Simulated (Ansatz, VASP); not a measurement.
## Y: VASP beside Ansatz

INCAR

```
PREC = Accurate ; ENCUT = 520
EDIFF = 1E-6 ; ISMEAR = -1
SIGMA = 0.1 ; LREAL = F
LASPH = T ; NELM = 100
ALGO = Normal ; ISIF = 2
LWAVE = F ; LCHARG = F
GGA = PS ; NBANDS = 18
```

File KPOINTS:

```
regular mesh
0
Gamma
  9 9 9
```

POSCAR

```
Y
1.0
    0.0000000000      3.5437793680      3.5437793680
    3.5437793680      0.0000000000      3.5437793680
    3.5437793680      3.5437793680      0.0000000000
Y
2
Direct
    0.1250000000      0.1250000000      0.1250000000
    0.8750000000      0.8750000000      0.8750000000
```

Input for Ansatz:

```yaml
crystal:
  lattice:
    - [0.0, 3.543779368, 3.543779368]
    - [3.543779368, 0.0, 3.543779368]
    - [3.543779368, 3.543779368, 0.0]
  atoms:
    - { symbol: "Y", position: [0.125, 0.125, 0.125] }
    - { symbol: "Y", position: [0.875, 0.875, 0.875] }
hamiltonian:
  xc: pbesol
  pseudopotentials:
    kind: paw
    azcp:
      "Y": "pseudopotentials/Y.paw.azcp"
basis:
  ecutwfc: 420
  fft_grid_basis: typed
kpoints:
  mp_grid: { grid: [9, 9, 9], shift: [0, 0, 0] }
magnetization:
  spin_polarized: false
scf:
  occupations: { method: fermi_dirac, width: 0.1 }
  lower_state_search: "off"
output:
  stress: true
  write_density: true
  write_potential: true
  elf: true
  volumetric_format: npy
```

Alike in both runs: task single point; functional PBEsol; k mesh 9 × 9 × 9; occupations fermi-dirac, width 0.1 eV; no spin polarisation.

```csv
,VASP,Ansatz
version,VASP 6.6.1,Ansatz 0.2.0
potentials or method,"VASP PAW PBE potentials, release 64 (Y_sv), cutoff 520 eV","plane waves (420 eV) with PAW, scalar-relativistic"
valence electrons in the cell,22,22
```

```tsv
	VASP	Ansatz	Ansatz less VASP
pressure (GPa)	-1.0	-1.1	-0.02
```

VASP's potentials were made for PBE, not for PBEsol, and Ansatz warns of the same on its side.
